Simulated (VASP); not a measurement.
# HgPd (Potarite) (P4/mmm) in VASP: notebook

HgPd (Potarite) is run at these levels: LDA; tasks: single point.

Program: VASP 6.6.1. These are calculated values, not measurements. Logs are shortened: lines on timing, memory, paths and dates and some standing lists are left out, and cuts for length are marked.

### 1 The cell of the first run

Symmetry: P4/mmm, No. 123, tetragonal system. The conventional cell has a = 2.975 Å, b = 2.975 Å, c = 3.639 Å, α = 90.00°, β = 90.00°, γ = 90.00°. Within 3.7 Å of Hg (site symmetry 4/mmm) lie 8 Pd at 2.78 Å and 6 Hg at 2.97 to 3.64 Å. Pd (site symmetry 4/mmm) has 8 Hg at 2.78 Å and 6 Pd at 2.97 to 3.64 Å within 3.7 Å.

### 2 Single point, LDA

INCAR

```
SYSTEM = HgPd
PREC = Accurate
ENCUT = 520
EDIFF = 1E-6
ISMEAR = 1
SIGMA = 0.1
LREAL = .False.
LASPH = .True.
NELM = 80
ALGO = Normal
ISIF = 2
LWAVE = .False.
LCHARG = .False.
NBANDS = 18
```

KPOINTS

```
regular mesh
0
Gamma
  8 8 6
  0 0 0
```

POSCAR

```
HgPd
1.0
    2.9747019544      0.0000000000      0.0000000000
    0.0000000000      2.9747019544      0.0000000000
    0.0000000000      0.0000000000      3.6392421134
Hg Pd
1 1
Direct
    0.0000000000      0.0000000000      0.0000000000
    0.5000000000      0.5000000000      0.5000000000
```

Potentials or basis: VASP PAW LDA potentials, release 64 (Hg, Pd).

Launch:

```bash
cat potpaw_LDA.64/Hg/POTCAR potpaw_LDA.64/Pd/POTCAR > POTCAR
mpirun -np 1 vasp_std > vasp.out
```

OUTCAR:

```text
SYSTEM = HgPd
   PREC = Accurate
   ENCUT = 520
   EDIFF = 1E-6
   ISMEAR = 1
   LREAL = .False.
   LASPH = .True.
   NELM = 80
   ISIF = 2

 ion  position               nearest neighbor table
   1  0.000  0.000  0.000-   2 2.78   2 2.78   2 2.78   2 2.78   2 2.78   2 2.78   2 2.78   2 2.78

   2  0.500  0.500  0.500-   1 2.78   1 2.78   1 2.78   1 2.78   1 2.78   1 2.78   1 2.78   1 2.78

  LATTYP: Found a simple tetragonal cell.
 ALAT       =     2.9747019544
 C/A-ratio  =     1.2233972241

  Lattice vectors:

 A1 = (   2.9747019544,   0.0000000000,   0.0000000000)
 A2 = (   0.0000000000,   2.9747019544,   0.0000000000)
 A3 = (   0.0000000000,   0.0000000000,   3.6392421134)

Analysis of symmetry for initial positions (statically):
=====================================================================
 Subroutine PRICEL returns:
 Original cell was already a primitive cell.

 Routine SETGRP: Setting up the symmetry group for a
 simple tetragonal supercell.

 Subroutine GETGRP returns: Found 16 space group operations
 (whereof 16 operations were pure point group operations)
 out of a pool of 16 trial point group operations.

The static configuration has the point symmetry D_4h.

Analysis of symmetry for dynamics (positions and initial velocities):
=====================================================================
 Subroutine PRICEL returns:
 Original cell was already a primitive cell.

 Routine SETGRP: Setting up the symmetry group for a
 simple tetragonal supercell.

 Subroutine GETGRP returns: Found 16 space group operations
 (whereof 16 operations were pure point group operations)
 out of a pool of 16 trial point group operations.

The dynamic configuration has the point symmetry D_4h.

 Subroutine INISYM returns: Found 16 space group operations
 (whereof 16 operations are pure point group operations),
 and found     1 'primitive' translations

----------------------------------------------------------------------------------------

                                     Primitive cell

  volume of cell :      32.2031

  direct lattice vectors                    reciprocal lattice vectors
     2.974701954  0.000000000  0.000000000     0.336168132  0.000000000  0.000000000
     0.000000000  2.974701954  0.000000000     0.000000000  0.336168132  0.000000000
     0.000000000  0.000000000  3.639242113     0.000000000  0.000000000  0.274782487

  length of vectors
     2.974701954  2.974701954  3.639242113     0.336168132  0.336168132  0.274782487

  position of ions in fractional coordinates (direct lattice)
     0.000000000  0.000000000  0.000000000
     0.500000000  0.500000000  0.500000000

  ion indices of the primitive-cell ions
   primitive index   ion index
                 1           1
                 2           2

----------------------------------------------------------------------------------------

 KPOINTS: regular mesh

Automatic generation of k-mesh.
 Grid dimensions read from file:
 generate k-points for:    8    8    6

 Generating k-lattice:

  Cartesian coordinates                     Fractional coordinates (reciprocal lattice)
     0.042021017  0.000000000  0.000000000     0.125000000  0.000000000  0.000000000
     0.000000000  0.042021017  0.000000000     0.000000000  0.125000000  0.000000000
     0.000000000  0.000000000  0.045797081     0.000000000  0.000000000  0.166666667

  Length of vectors
     0.042021017  0.042021017  0.045797081

  Shift w.r.t. Gamma in fractional coordinates (k-lattice)
     0.000000000  0.000000000  0.000000000

 Subroutine IBZKPT returns following result:
 ===========================================

 Found     60 irreducible k-points:

 Following reciprocal coordinates:
            Coordinates               Weight
  0.000000  0.000000  0.000000      1.000000
  0.125000  0.000000  0.000000      4.000000
  0.250000  0.000000  0.000000      4.000000
  0.375000  0.000000  0.000000      4.000000
  0.500000  0.000000  0.000000      2.000000
  0.125000  0.125000  0.000000      4.000000
[... 16 lines left out ...]
  0.375000  0.125000  0.166667     16.000000
  0.500000  0.125000  0.166667      8.000000
 [... further k-points ...]
   k-points           NKPTS =     60   k-points in BZ     NKDIM =     60   number of bands    NBANDS=     18
   number of dos      NEDOS =    301   number of ions     NIONS =      2
   total plane-waves  NPLWV =  16128
   dimension x,y,z NGX =    24 NGY =   24 NGZ =   28
   dimension x,y,z NGXF=    48 NGYF=   48 NGZF=   56
   ions per type =               1   1
   NGX,Y,Z   is equivalent  to a cutoff of  13.41, 13.41, 12.79 a.u.
   NGXF,Y,Z  is equivalent  to a cutoff of  26.83, 26.83, 25.58 a.u.
 SYSTEM =  HgPd
   PREC   = accura    normal or accurate (medium, high low for compatibility)
   ISTART =      0    job   : 0-new  1-cont  2-samecut
   ICHARG =      2    charge: 1-file 2-atom 10-const
   ISPIN  =      1    spin polarized calculation?
   LNONCOLLINEAR =      F non collinear calculations
   LSORBIT =      F    spin-orbit coupling
   LASPH  =      T    aspherical Exc in radial PAW
   ENCUT  =  520.0 eV  38.22 Ry    6.18 a.u.   5.53  5.53  6.77*2*pi/ulx,y,z
   NELM   =     80;   NELMIN=  2; NELMDL= -5     # of ELM steps
   EDIFF  = 0.1E-05   stopping-criterion for ELM
   LREAL  =      F    real-space projection
   EDIFFG = 0.1E-04   stopping-criterion for IOM
   NSW    =      0    number of steps for IOM
   IBRION =     -1    ionic relax: 0-MD 1-quasi-New 2-CG
   NFREE  =      0    steps in history (QN), initial steepest desc. (CG)
   ISIF   =      2    stress and relaxation
   ISYM   =      2    0-nonsym 1-usesym 2-fastsym
   POTIM  = 0.5000    time-step for ionic-motion
   TEBEG  =    0.0;   TEEND  =   0.0 temperature during run
   PSTRESS=    0.0 pullay stress
   NELECT =      22.0000    total number of electrons
   NUPDOWN=      -1.0000    fix difference up-down
   EMIN   =  10.00;   EMAX   =-10.00  energy-range for DOS
   EFERMI =   0.00;   METHOD = LEGACY
   ISMEAR =     1;   SIGMA  =   0.10  broadening in eV -4-tet -1-fermi 0-gaus
   EFERMI_NEDOS =   21; number of points for ismear=-14 and -15
   IALGO  =     38    algorithm
   IMIX   =      4    mixing-type and parameters
     AMIX     =   0.40;   BMIX     =  1.00
     AMIX_MAG =   1.60;   BMIX_MAG =  1.00
  volume/ion in A,a.u.               =      16.10       108.66
  Fermi-wavevector in a.u.,A,eV,Ry     =   1.441838  2.724679 28.285104  2.078897
  Thomas-Fermi vector in A             =   2.560425
   LORBIT       =      0    0 simple, 1 ext, 2 COOP (PROOUT), +10 PAW based schemes
   GGA     = CA    functional components
   LHFCALC =     F    Hartree Fock is set to
   AEXX    =    0.0000 exact exchange contribution
   IVDW    =     0    specifies the selected vdW correction
   LEPSILON=     F    determine dielectric tensor
   LRPA    =     F    only Hartree local field effects (RPA)
 non-spin polarized calculation
 Methfessel and Paxton  Order N= 1 SIGMA  =   0.10
  energy-cutoff  :      520.00
  volume of cell :       32.20
 maximum number of plane-waves:       910
 NGX is ok and might be reduce to    24
   NGX = 11   NGY = 11   NGZ = 13

 number of electron      22.0000000 magnetization

 Free energy of the ion-electron system (eV)
  ---------------------------------------------------
  ext. energy  EPLUGINS =         0.00000000
  ---------------------------------------------------
  free energy    TOTEN  =        -7.94424915 eV

  energy without entropy =       -7.94506251  energy(sigma->0) =       -7.94452027

 E-fermi :   7.4947     XC(G=0): -13.1562

 val. band max:        7.4409474499   @ k =   0.5000   0.1250   0.5000
 cond. band min:       7.5988805817   @ k =   0.2500   0.2500   0.5000
 fundamental gap:      0.1579331317
 Fermi energy:         7.4947030262

 k-point     1 :       0.0000    0.0000    0.0000
  band No.  band energies     occupation
      1      -2.7931      2.00000
      2      -1.4720      2.00000
      3      -1.1750      2.00000
      4       0.2854      2.00000
      5       0.2854      2.00000
      6       0.8595      2.00000
[... 10 lines left out ...]
     17      23.1821      0.00000
     18      24.5385      0.00000

 k-point     2 :       0.1250    0.0000    0.0000
  band No.  band energies     occupation
      1      -2.4654      2.00000
      2      -1.3128      2.00000
      3      -1.0430      2.00000
      4       0.1793      2.00000
      5       0.3399      2.00000
      6       0.7580      2.00000
[... 10 lines left out ...]
     17      23.6538      0.00000
     18      24.8535      0.00000

 k-point     3 :       0.2500    0.0000    0.0000
  band No.  band energies     occupation
      1      -1.7169      2.00000
      2      -0.8617      2.00000
      3      -0.5435      2.00000
      4      -0.0688      2.00000
      5       0.4780      2.00000
      6       0.5212      2.00000
[... 10 lines left out ...]
     17      23.4262      0.00000
     18      23.4777      0.00000

 k-point     4 :       0.3750    0.0000    0.0000
  band No.  band energies     occupation
      1      -1.2250      2.00000
      2      -0.4141      2.00000
      3      -0.3066      2.00000
      4       0.2946      2.00000
      5       0.6267      2.00000
      6       0.8152      2.00000
[... 375 lines left out ...]
      4      -0.0422      2.00000
      5       0.2196      2.00000
      6       0.4664      2.00000
[... 10 lines left out ...]
     17      23.4520      0.00000
     18      25.1665      0.00000

 k-point    23 :       0.3750    0.1250    0.1667
  band No.  band energies     occupation
      1      -0.9605      2.00000
      2      -0.6304      2.00000
      3      -0.1512      2.00000
      4      -0.0661      2.00000
      5       0.2683      2.00000
      6       1.4468      2.00000
[... 10 lines left out ...]
     17      22.2255      0.00000
     18      24.0894      0.00000

 k-point    24 :       0.5000    0.1250    0.1667
  band No.  band energies     occupation
      1      -0.8212      2.00000
      2      -0.7555      2.00000
      3      -0.1738      2.00000
      4      -0.0864      2.00000
      5       0.3081      2.00000
      6       3.0869      2.00000
[... 10 lines left out ...]
     17      21.8654      0.00000
     18      22.7323      0.00000

 [... further k-points ...]
[... 5 lines left out ...]
  --------------------------------------------------------------------------------------
  -------------------------------------------------------------------------------------
  Total        1.0671302      1.0671302      1.2649732      0.0000000      0.0000000     -0.0000000
  in kB       53.0921258     53.0921258     62.9352601      0.0000000      0.0000000     -0.0000000
  external PRESSURE =      56.3731706 kB  Pullay stress =       0.0000000 kB

 VOLUME and BASIS-vectors are now :
 -----------------------------------------------------------------------------
  energy-cutoff  :      520.00
  volume of cell :       32.20
      direct lattice vectors                 reciprocal lattice vectors
     2.974701954  0.000000000  0.000000000     0.336168132  0.000000000  0.000000000
     0.000000000  2.974701954  0.000000000     0.000000000  0.336168132  0.000000000
     0.000000000  0.000000000  3.639242113     0.000000000  0.000000000  0.274782487

 POSITION                                       TOTAL-FORCE (eV/Angst)
 -----------------------------------------------------------------------------------
      0.00000      0.00000      0.00000         0.000000      0.000000      0.000000
      1.48735      1.48735      1.81962         0.000000      0.000000      0.000000
 -----------------------------------------------------------------------------------
    total drift:                                0.000000      0.000000     -0.000000

  FREE ENERGIE OF THE ION-ELECTRON SYSTEM (eV)
  ---------------------------------------------------
  free  energy   TOTEN  =        -7.9442491467 eV

  energy  without entropy=       -7.9450625142  energy(sigma->0) =       -7.94452027
```

Run time: 11 s. Hardware: 1 thread of Intel Xeon Platinum 8559C (Emerald Rapids), shared host; peak memory 0.15 GiB.

What came out:

```
Free energy            : -7.9442 eV
Pressure               : 5.6 GPa
Band gap on the k mesh : zero (band 11 reaches 9.73 eV, above the bottom of band 12 at 5.80 eV)
```

Levels at points of the mesh, in eV from the Fermi level:
```csv
k point,band 7,band 8,band 9,band 10,band 11,band 12,band 13,band 14,band 15,band 16
"(0.00, 0.00, 0.00)",-3.63,-2.90,-1.59,-1.59,-1.46,2.57,8.30,8.30,8.95,15.58
"(0.50, 0.00, 0.00)",-3.81,-3.78,-3.67,-2.67,-2.13,0.22,10.27,10.57,11.47,11.59
"(0.50, 0.50, 0.00)",-1.85,-1.71,-1.71,-0.89,-0.26,-0.26,3.54,6.70,10.50,11.08
"(0.00, 0.00, 0.50)",-5.89,-4.16,-2.60,-2.60,-2.03,-1.67,13.32,13.32,14.55,14.84
"(0.50, 0.00, 0.50)",-3.26,-1.78,-1.76,-1.57,-1.45,-1.08,2.22,4.74,13.77,14.17
"(0.50, 0.50, 0.50)",-4.44,-4.44,-1.82,-0.88,1.76,5.65,5.65,6.61,6.61,7.27
```

Caveat: spin-orbit coupling is left out, which moves the levels of the heavy elements.

### 3 Single point, LDA

This run uses another cell than the first one, of 16.61 Å³/atom, 1.032 times its volume.

INCAR

```
PREC = Accurate
ENCUT = 520
EDIFF = 1E-6
ISMEAR = 1
SIGMA = 0.1
LREAL = False
LASPH = True
NELM = 100
ALGO = Normal
ISIF = 2
LWAVE = False
LCHARG = False
NBANDS = 18
```

KPOINTS

```
regular mesh
0
Gamma
  8 8 6
```

POSCAR

```
HgPd
1.0
    3.0056906632      0.0000000000      0.0000000000
    0.0000000000      3.0056906632      0.0000000000
    0.0000000000      0.0000000000      3.6771536138
Hg Pd
1 1
Direct
    0.0000000000      0.0000000000      0.0000000000
    0.5000000000      0.5000000000      0.5000000000
```

Potentials or basis: VASP PAW LDA potentials, release 64 (Hg, Pd).

Launch:

```bash
cat potpaw_LDA.64/Hg/POTCAR potpaw_LDA.64/Pd/POTCAR > POTCAR
mpirun -np 1 vasp_std > vasp.out
```

Run time: 11 s. Hardware: 1 thread of Intel Xeon Platinum 8559C (Emerald Rapids), shared host; peak memory 0.15 GiB.

The run converged. Its results:

| Property | Result |
| --- | --- |
| Free energy | -7.9624 eV |
| Pressure | 0.0 GPa |
| Band gap on the k mesh | zero (band 11 reaches 9.13 eV, above the bottom of band 12 at 5.43 eV) |

Stress tensor (GPa, compression positive):
```
-0.26  0.00  0.00
 0.00 -0.26  0.00
 0.00  0.00  0.57
```

Levels at points of the mesh, in eV from the Fermi level:
| k point | band 7 | band 8 | band 9 | band 10 | band 11 | band 12 | band 13 | band 14 | band 15 | band 16 |
| --- | --- | --- | --- | --- | --- | --- | --- | --- | --- | --- |
| (0.00, 0.00, 0.00) | -3.50 | -2.82 | -1.56 | -1.56 | -1.43 | 2.58 | 8.18 | 8.18 | 8.61 | 15.21 |
| (0.50, 0.00, 0.00) | -3.68 | -3.65 | -3.62 | -2.56 | -2.06 | 0.19 | 10.04 | 10.30 | 11.19 | 11.34 |
| (0.50, 0.50, 0.00) | -1.82 | -1.70 | -1.70 | -0.88 | -0.18 | -0.18 | 3.31 | 6.45 | 10.32 | 10.97 |
| (0.00, 0.00, 0.50) | -5.68 | -3.97 | -2.50 | -2.50 | -1.96 | -1.62 | 13.02 | 13.02 | 14.31 | 14.54 |
| (0.50, 0.00, 0.50) | -3.14 | -1.74 | -1.64 | -1.55 | -1.42 | -0.98 | 2.06 | 4.54 | 13.71 | 14.11 |
| (0.50, 0.50, 0.50) | -4.25 | -4.25 | -1.76 | -0.87 | 1.61 | 5.52 | 5.52 | 6.47 | 6.47 | 7.06 |

Caveat: spin-orbit coupling is left out, which moves the levels of the heavy elements.

### 4 Single point, LDA

This run uses another cell than the first one, of 17.12 Å³/atom, 1.063 times its volume.

Edit INCAR of step 3 so:

```diff
@@ -2,3 +2,3 @@
 ENCUT = 520
-EDIFF = 1E-6
+EDIFF = 1E-7
 ISMEAR = 1
@@ -12,2 +12,3 @@
 LCHARG = False
+GGA = CA
 NBANDS = 18
```

KPOINTS is that of step 3.

POSCAR

```
HgPd
1.0
    3.0360532300      0.0000000000      0.0000000000
    0.0000000000      3.0360532300      0.0000000000
    0.0000000000      0.0000000000      3.7142990937
Hg Pd
1 1
Direct
    0.0000000000      0.0000000000      0.0000000000
    0.5000000000      0.5000000000      0.5000000000
```

Launch:

```bash
cat potpaw_LDA.64/Hg/POTCAR potpaw_LDA.64/Pd/POTCAR > POTCAR
mpirun -np 1 vasp_std > vasp.out
```

Run time: 12 s. Hardware: 1 thread of Intel Xeon Platinum 8559C (Emerald Rapids), shared host; peak memory 0.16 GiB.

The run converged. Its results:

| Quantity | Value |
| --- | --- |
| Free energy | -7.9483 eV |
| Pressure | -4.5 GPa |
| Band gap on the k mesh | zero (band 11 reaches 8.58 eV, above the bottom of band 12 at 5.08 eV) |

Stress tensor (GPa, compression positive):
```
-4.77  0.00  0.00
 0.00 -4.77  0.00
 0.00  0.00 -4.08
```

Levels at points of the mesh, in eV from the Fermi level:
```
           k point  band 9  band 10  band 11  band 12  band 13  band 14
(0.00, 0.00, 0.00)   -1.53    -1.53    -1.39     2.59     8.08     8.08
(0.50, 0.00, 0.00)   -3.45    -2.46    -1.98     0.17     9.82    10.05
(0.50, 0.50, 0.00)   -1.68    -0.86    -0.10    -0.10     3.10     6.23
(0.00, 0.00, 0.50)   -2.40    -2.40    -1.88    -1.56    12.74    12.74
(0.50, 0.00, 0.50)   -1.52    -1.51    -1.38    -0.87     1.91     4.35
(0.50, 0.50, 0.50)   -1.69    -0.86     1.47     5.40     5.40     6.34
```

Caveat: spin-orbit coupling is left out, which moves the levels of the heavy elements.

[end of part 1 of 2]
